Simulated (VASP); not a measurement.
# KCl in VASP: settings compared, part 2 of 2

VASP 6.6.1. Earlier steps stand in the parts before.

## Step 3: Single point, PBE

Input file INCAR:

```
PREC     = Accurate       # precision mode
ENCUT    = 520            # plane-wave cutoff, eV
EDIFF    = 1E-7           # SCF threshold, eV
ISMEAR   = -1             # smearing method
SIGMA    = 0.025          # smearing width, eV
LREAL    = F              # projectors in reciprocal space
LASPH    = T              # aspherical terms in the spheres
NELM     = 60             # most SCF steps
ALGO     = Normal         # electronic algorithm
ISIF     = 2              # what is computed and relaxed
LWAVE    = F              # write WAVECAR
LCHARG   = T              # write CHGCAR
GGA      = PE             # functional
LELF     = T              # ELF
LVHAR    = T            
NBANDS   = 15             # bands
```

Input file KPOINTS:

```
Automatic mesh
0
Gamma
  4 4 4
```

Input file POSCAR:

```
KCl
1.0
    0.0000000000      3.1464700000      3.1464700000
    3.1464700000      0.0000000000      3.1464700000
    3.1464700000      3.1464700000      0.0000000000
K Cl
1 1
Direct
   -0.0111760000      0.0118590000     -0.0019720000
    0.4830260000      0.5020970000      0.5056370000
```

Potentials or basis: VASP PAW PBE potentials, release 64 (K_sv, Cl).

Started as:

```sh
> cat potpaw_PBE.64/K_sv/POTCAR potpaw_PBE.64/Cl/POTCAR > POTCAR
> mpirun -np 1 vasp_std > vasp.out
```

OUTCAR:

```text
PREC = Accurate
   ENCUT = 520
   EDIFF = 1E-7
   ISMEAR = -1
   LREAL = F
   LASPH = T
   NELM = 60
   ISIF = 2
   GGA = PE

 ion  position               nearest neighbor table
   1  0.989  0.012  0.998-   2 3.10   2 3.14   2 3.14   2 3.15   2 3.15   2 3.20
   2  0.483  0.502  0.506-   1 3.10   1 3.14   1 3.14   1 3.15   1 3.15   1 3.20

  LATTYP: Found a face centered cubic cell.
 ALAT       =     6.2929400000

  Lattice vectors:

 A1 = (   0.0000000000,   3.1464700000,   3.1464700000)
 A2 = (   3.1464700000,   0.0000000000,   3.1464700000)
 A3 = (   3.1464700000,   3.1464700000,   0.0000000000)

Analysis of symmetry for initial positions (statically):
=====================================================================
 Subroutine PRICEL returns:
 Original cell was already a primitive cell.

 Routine SETGRP: Setting up the symmetry group for a
 face centered cubic supercell.

 Subroutine GETGRP returns: Found  1 space group operations
 (whereof  1 operations were pure point group operations)
 out of a pool of 48 trial point group operations.

The static configuration has the point symmetry C_1 .

Analysis of symmetry for dynamics (positions and initial velocities):
=====================================================================
 Subroutine PRICEL returns:
 Original cell was already a primitive cell.

 Routine SETGRP: Setting up the symmetry group for a
 face centered cubic supercell.

 Subroutine GETGRP returns: Found  1 space group operations
 (whereof  1 operations were pure point group operations)
 out of a pool of 48 trial point group operations.

The dynamic configuration has the point symmetry C_1 .

 Subroutine INISYM returns: Found  1 space group operations
 (whereof  1 operations are pure point group operations),
 and found     1 'primitive' translations

----------------------------------------------------------------------------------------

                                     Primitive cell

  volume of cell :      62.3018

  direct lattice vectors                    reciprocal lattice vectors
[... 119 lines left out ...]
  energy-cutoff  :      520.00
  volume of cell :       62.30
 maximum number of plane-waves:      1700
 NGX is ok and might be reduce to    36
   NGX = 17   NGY = 17   NGZ = 17

 number of electron      16.0000000 magnetization

 Free energy of the ion-electron system (eV)
  ---------------------------------------------------
  ext. energy  EPLUGINS =         0.00000000
  ---------------------------------------------------
  free energy    TOTEN  =        -6.80201038 eV

  energy without entropy =       -6.80201038  energy(sigma->0) =       -6.80201038

 E-fermi :  -1.2975     XC(G=0):  -7.5385

 val. band max:       -1.8425985047   @ k =   0.0000   0.0000   0.0000
 cond. band min:       3.3448643223   @ k =   0.0000   0.0000   0.0000
 fundamental gap:      5.1874628270
 Fermi energy:        -1.2974649041

 k-point     1 :       0.0000    0.0000    0.0000
  band No.  band energies     occupation
      1     -29.0393      2.00000
      2     -13.9603      2.00000
      3     -12.5002      2.00000
      4     -12.5002      2.00000
      5     -12.4998      2.00000
      6      -1.8427      2.00000
      7      -1.8427      2.00000
      8      -1.8426      2.00000
      9       3.3449      0.00000
     10       6.5399      0.00000
     11       6.5413      0.00000
     12       6.5420      0.00000
     13       7.4164      0.00000
     14       7.4209      0.00000
[... 401 lines left out ...]
      2     -14.0177      2.00000
      3     -12.5643      2.00000
      4     -12.5332      2.00000
      5     -12.4047      2.00000
      6      -2.6008      2.00000
      7      -2.2399      2.00000
      8      -2.1157      2.00000
      9       5.5539      0.00000
     10       6.4381      0.00000
     11       8.2722      0.00000
     12       8.6356      0.00000
     13       8.8336      0.00000
     14       9.2747      0.00000
     15       9.9535      0.00000

 [... further k-points ...]

------------------------ aborting loop because EDIFF is reached ----------------------------------------

  FORCE on cell =-STRESS in cart. coord.  units (eV):
  Direction    XX          YY          ZZ          XY          YZ          ZX
  --------------------------------------------------------------------------------------
  -------------------------------------------------------------------------------------
  Total        0.3024728      0.3022765      0.3267299      0.0001182      0.0006809     -0.0008259
  in kB        7.7785058      7.7734574      8.4023086      0.0030404      0.0175095     -0.0212383
  external PRESSURE =       7.9847573 kB  Pullay stress =       0.0000000 kB

 VOLUME and BASIS-vectors are now :
 -----------------------------------------------------------------------------
  energy-cutoff  :      520.00
  volume of cell :       62.30
      direct lattice vectors                 reciprocal lattice vectors
     0.000000000  3.146470000  3.146470000    -0.158908237  0.158908237  0.158908237
     3.146470000  0.000000000  3.146470000     0.158908237 -0.158908237  0.158908237
     3.146470000  3.146470000  0.000000000     0.158908237  0.158908237 -0.158908237

 POSITION                                       TOTAL-FORCE (eV/Angst)
 -----------------------------------------------------------------------------------
      3.17758      6.25157      3.14862        -0.009071      0.007641     -0.066458
      3.17080      3.11080      3.09966         0.009071     -0.007641      0.066458
 -----------------------------------------------------------------------------------
    total drift:                               -0.000119      0.000004      0.000025

  FREE ENERGIE OF THE ION-ELECTRON SYSTEM (eV)
  ---------------------------------------------------
  free  energy   TOTEN  =        -6.8020103754 eV

  energy  without entropy=       -6.8020103754  energy(sigma->0) =       -6.80201038
```

OSZICAR:

```text
N       E                     dE             d eps       ncg     rms          rms(c)
DAV:   1     0.101127365221E+03    0.10113E+03   -0.70286E+03  1080   0.948E+02
DAV:   2    -0.834533644928E+00   -0.10196E+03   -0.94139E+02  1419   0.239E+02
DAV:   3    -0.681430457657E+01   -0.59798E+01   -0.59470E+01  1486   0.515E+01
DAV:   4    -0.709188181718E+01   -0.27758E+00   -0.27747E+00  1700   0.961E+00
DAV:   5    -0.709377417096E+01   -0.18924E-02   -0.18922E-02  1507   0.949E-01    0.333E+00
DAV:   6    -0.680336547068E+01    0.29041E+00   -0.42412E-01  1444   0.327E+00    0.272E+00
DAV:   7    -0.678850575615E+01    0.14860E-01   -0.10369E-01  1465   0.182E+00    0.157E+00
DAV:   8    -0.680070793481E+01   -0.12202E-01   -0.16310E-02  1332   0.951E-01    0.186E-01
DAV:   9    -0.680139515933E+01   -0.68722E-03   -0.90556E-04  1472   0.183E-01    0.993E-02
DAV:  10    -0.680200259743E+01   -0.60744E-03   -0.65348E-04  1136   0.158E-01    0.239E-02
DAV:  11    -0.680200680425E+01   -0.42068E-05   -0.22400E-05  1589   0.263E-02    0.580E-03
DAV:  12    -0.680200994284E+01   -0.31386E-05   -0.37098E-06  1164   0.133E-02    0.473E-03
DAV:  13    -0.680201026418E+01   -0.32133E-06   -0.49323E-07  1442   0.382E-03    0.819E-04
DAV:  14    -0.680201036806E+01   -0.10388E-06   -0.90180E-08  1153   0.196E-03    0.239E-04
DAV:  15    -0.680201037540E+01   -0.73437E-08   -0.17653E-09   659   0.317E-04
   1 F= -.68020104E+01 E0= -.68020104E+01  d E =-.187291E-10
```

stdout:

```text
POSCAR found type information on POSCAR K Cl
 POSCAR found :  2 types and       2 ions
 scaLAPACK will be used
 LDA part: xc-table for (Slater+PW92), standard interpolation
 POSCAR, INCAR and KPOINTS ok, starting setup
 FFT: planning ... GRIDC
 FFT: planning ... GRID_SOFT
 FFT: planning ... GRID
 WAVECAR not read
 entering main loop
```

Run time: 73 s. Hardware: 1 thread of Intel Xeon 8259CL, shared host; peak memory 0.22 GiB.

Results:

```yaml
Free_energy: -6.8020 eV
Pressure: 0.8 GPa
Largest_force: 0.068 eV/Å
Band_gap_on_the_k_mesh: 5.19 eV
```

Forces in eV/Å, atoms in the order of the input:
```
K   -0.009  0.008 -0.066
Cl   0.009 -0.008  0.066
```

Caveat: the k points lie up to 0.43 Å⁻¹ apart. A hybrid or GW would open this gap; PBE tends to underestimate it.

## Step 4: Single point, PBE

Input file INCAR:

```
SYSTEM = KCl
  PREC = Accurate
  ENCUT = 520
  EDIFF = 1E-7
  ISMEAR = -1
  SIGMA = 0.01
  LREAL = .FALSE.
  LASPH = .TRUE.
  NELM = 60
  ALGO = Normal
  ISIF = 2
  LWAVE = .FALSE.
  LCHARG = .TRUE.
  GGA = PE
  LELF = .TRUE.
  LVHAR = .TRUE.
  NBANDS = 15
```

Input file KPOINTS:

```
regular mesh
0
G
  4 4 4
  0 0 0
```

POSCAR is that of step 3.

Started as:

```sh
> cat potpaw_PBE.64/K_sv/POTCAR potpaw_PBE.64/Cl/POTCAR > POTCAR
> mpirun -np 1 vasp_std > vasp.out
```

Run time: 67 s. Hardware: 1 thread of Intel Xeon 8259CL, shared host; peak memory 0.22 GiB.

The run converged. Its results:

```yaml
Free_energy: -6.8020 eV
Pressure: 0.8 GPa
Largest_force: 0.068 eV/Å
Band_gap_on_the_k_mesh: 5.19 eV
```

Forces on the atoms (eV/Å):
```
K   -0.009  0.008 -0.066
Cl   0.009 -0.008  0.066
```

Levels at points of the mesh, in eV from the valence-band top:
```tsv
k point	band 4	band 5	band 6	band 7	band 8	band 9	band 10	band 11	band 12	band 13
(0.00, 0.00, 0.00)	-10.66	-10.66	0.00	0.00	0.00	5.19	8.38	8.38	8.38	9.26
(0.50, 0.00, 0.00)	-10.67	-10.42	-1.05	-0.32	-0.32	7.59	8.60	10.52	10.52	11.41
(0.00, 0.50, 0.00)	-10.67	-10.42	-1.05	-0.32	-0.32	7.59	8.60	10.52	10.53	11.40
(0.00, 0.00, 0.50)	-10.67	-10.42	-1.05	-0.32	-0.32	7.59	8.60	10.52	10.53	11.40
(0.50, 0.50, 0.50)	-10.67	-10.42	-1.05	-0.32	-0.32	7.59	8.60	10.52	10.53	11.40
(0.50, 0.50, 0.00)	-10.71	-10.71	-0.66	-0.22	-0.22	6.53	8.35	10.01	10.24	10.69
(0.00, 0.50, 0.50)	-10.71	-10.71	-0.66	-0.22	-0.22	6.54	8.35	10.07	10.24	10.63
(0.50, 0.00, 0.50)	-10.71	-10.71	-0.66	-0.22	-0.22	6.54	8.35	10.07	10.24	10.63
```

Caveat: the k points lie up to 0.43 Å⁻¹ apart.

## Step 5: Overview

| level | cell | smearing | grid for exact exchange (PRECFOCK) | share of exact exchange | screening parameter | gap on the mesh (eV) | pressure (GPa) | largest force (eV/Å) |
| --- | --- | --- | --- | --- | --- | --- | --- | --- |
| PBE-based screened hybrid with 25 % exact exchange | as given, atomic positions A | fermi-dirac 0.05 eV | Normal | 0.25 | 0.2 1/Å | 6.52 | 0.5 | - |
| PBE | as given, atomic positions B | fermi-dirac 0.025 eV | - | - | - | 5.19 | 0.8 | 0.07 |
| PBE | as given, atomic positions B | fermi-dirac 0.01 eV | - | - | - | 5.19 | 0.8 | 0.07 |

Alike in all rows: task single point; potentials or basis VASP PAW PBE potentials, release 64 (K_sv, Cl); no spin polarisation; k mesh 4 × 4 × 4; cutoff (eV) 520.

Caveats: all runs use coarse meshes; the PAW data sets were made with another functional, which shifts forces and pressure a little (at least some runs).

Total energies depend on the potentials used, so only differences within one code and one set of settings carry meaning.
